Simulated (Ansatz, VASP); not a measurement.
## BN: VASP beside Ansatz

Contents of INCAR:

```
SYSTEM = BN
ALGO = Normal ; EDIFF = 1E-6
ENCUT = 600 ; GGA_COMPAT = .False.
ISIF = 2 ; ISMEAR = 0
LASPH = .True. ; LCHARG = .False.
LREAL = .False. ; LWAVE = .False.
NBANDS = 11 ; NELM = 120
PREC = Accurate ; SIGMA = 0.01
```

File KPOINTS:

```
k-points
0
Gamma
  10 10 10
  0 0 0
```

POSCAR

```
BN
1.0
    0.0000000000      1.7580515623      1.7580515623
    1.7580515623      0.0000000000      1.7580515623
    1.7580515623      1.7580515623      0.0000000000
B N
1 1
Direct
    0.0000000000      0.0000000000      0.0000000000
    0.2500000000      0.2500000000      0.2500000000
```

Input for Ansatz:

```yaml
crystal:
  lattice:
    - [0.0, 1.7580515623, 1.7580515623]
    - [1.7580515623, 0.0, 1.7580515623]
    - [1.7580515623, 1.7580515623, 0.0]
  atoms:
    - { symbol: B, position: [0.0, 0.0, 0.0] }
    - { symbol: "N", position: [0.25, 0.25, 0.25] }
scf:
  occupations: { method: fixed }
output:
  forces: true
  stress: true
  eigenvalues: true
  write_density: true
  write_potential: true
  elf: true
  volumetric_format: npy
hamiltonian:
  xc: lda
basis:
  ecutwfc: 600
kpoints:
  mp_grid: { grid: [10, 10, 10] }
```

Alike in both runs: task single point; functional LDA; k mesh 10 × 10 × 10; no spin polarisation.

|  | VASP | Ansatz |
| --- | --- | --- |
| version | VASP 6.6.1 | Ansatz 0.2.0 |
| potentials or method | VASP PAW LDA potentials, release 64 (B, N), cutoff 600 eV | scalar-relativistic, plane waves, PAW |
| occupations | gaussian, width 0.01 eV | fixed |
| valence electrons in the cell | 8 | 8 |

Ansatz gave:

| Property | Result |
| --- | --- |
| gap on the k mesh at the Fermi level (eV) | 4.46 |
| least direct gap on the mesh (eV) | 9.09 |
| pressure (GPa) | 24.3 |

Which values does VASP return?

gap on the k mesh at the Fermi level (eV): 4.44; least direct gap on the mesh (eV): 9.08; pressure (GPa): 25.2.

LDA's correlation is that of Perdew and Zunger in VASP and of Perdew and Wang (1992) in Ansatz.
